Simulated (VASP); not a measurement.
Set up this calculation in VASP 6.6.1, as the native input.

| Quantity | Value |
| --- | --- |
| Task | single point |
| Functional | PBE |
| Potentials or basis | VASP PAW PBE potentials, release 64 (B, N) |
| Cutoff | 520 eV |
| k mesh | 6 × 6 × 6 |
| Occupations | gaussian, width 0.01 eV |
| Spin | no spin polarisation |
| Dipole correction | no |
| Further INCAR settings | ALGO = Normal; EDIFF = 1e-06; NBANDS = 11 |

The structure of BN lies in POSCAR:

```
BN
1.0
    0.0000000000      1.8048254497      1.8048254497
    1.8048254497      0.0000000000      1.8048254497
    1.8048254497      1.8048254497      0.0000000000
B N
1 1
Direct
    0.0000000000      0.0000000000      0.0000000000
    0.2500000000      0.2500000000      0.2500000000
```

The input as run:

INCAR

```
PREC = Accurate ; ENCUT = 520
EDIFF = 1E-6 ; ISMEAR = 0
SIGMA = 0.01 ; LREAL = F
LASPH = T ; NELM = 60
ALGO = Normal ; ISIF = 2
LWAVE = F ; LCHARG = F
GGA = PE ; NBANDS = 11
```

KPOINTS

```
regular mesh
0
Gamma
  6 6 6
```

Potentials or basis: VASP PAW PBE potentials, release 64 (B, N).

Run with:

```console
$ cat potpaw_PBE.64/B/POTCAR potpaw_PBE.64/N/POTCAR > POTCAR
$ mpirun -np 1 vasp_std > vasp.out
```

Results of the run:

```
Pressure               : 5.1 GPa
Band gap on the k mesh : 4.46 eV, indirect (least direct gap 8.84 eV)
```

Caveat: the k points lie up to 0.50 Å⁻¹ apart.

It took 3.9 s on 1 thread of Intel Xeon 8259CL (shared host), peak memory 0.12 GiB.
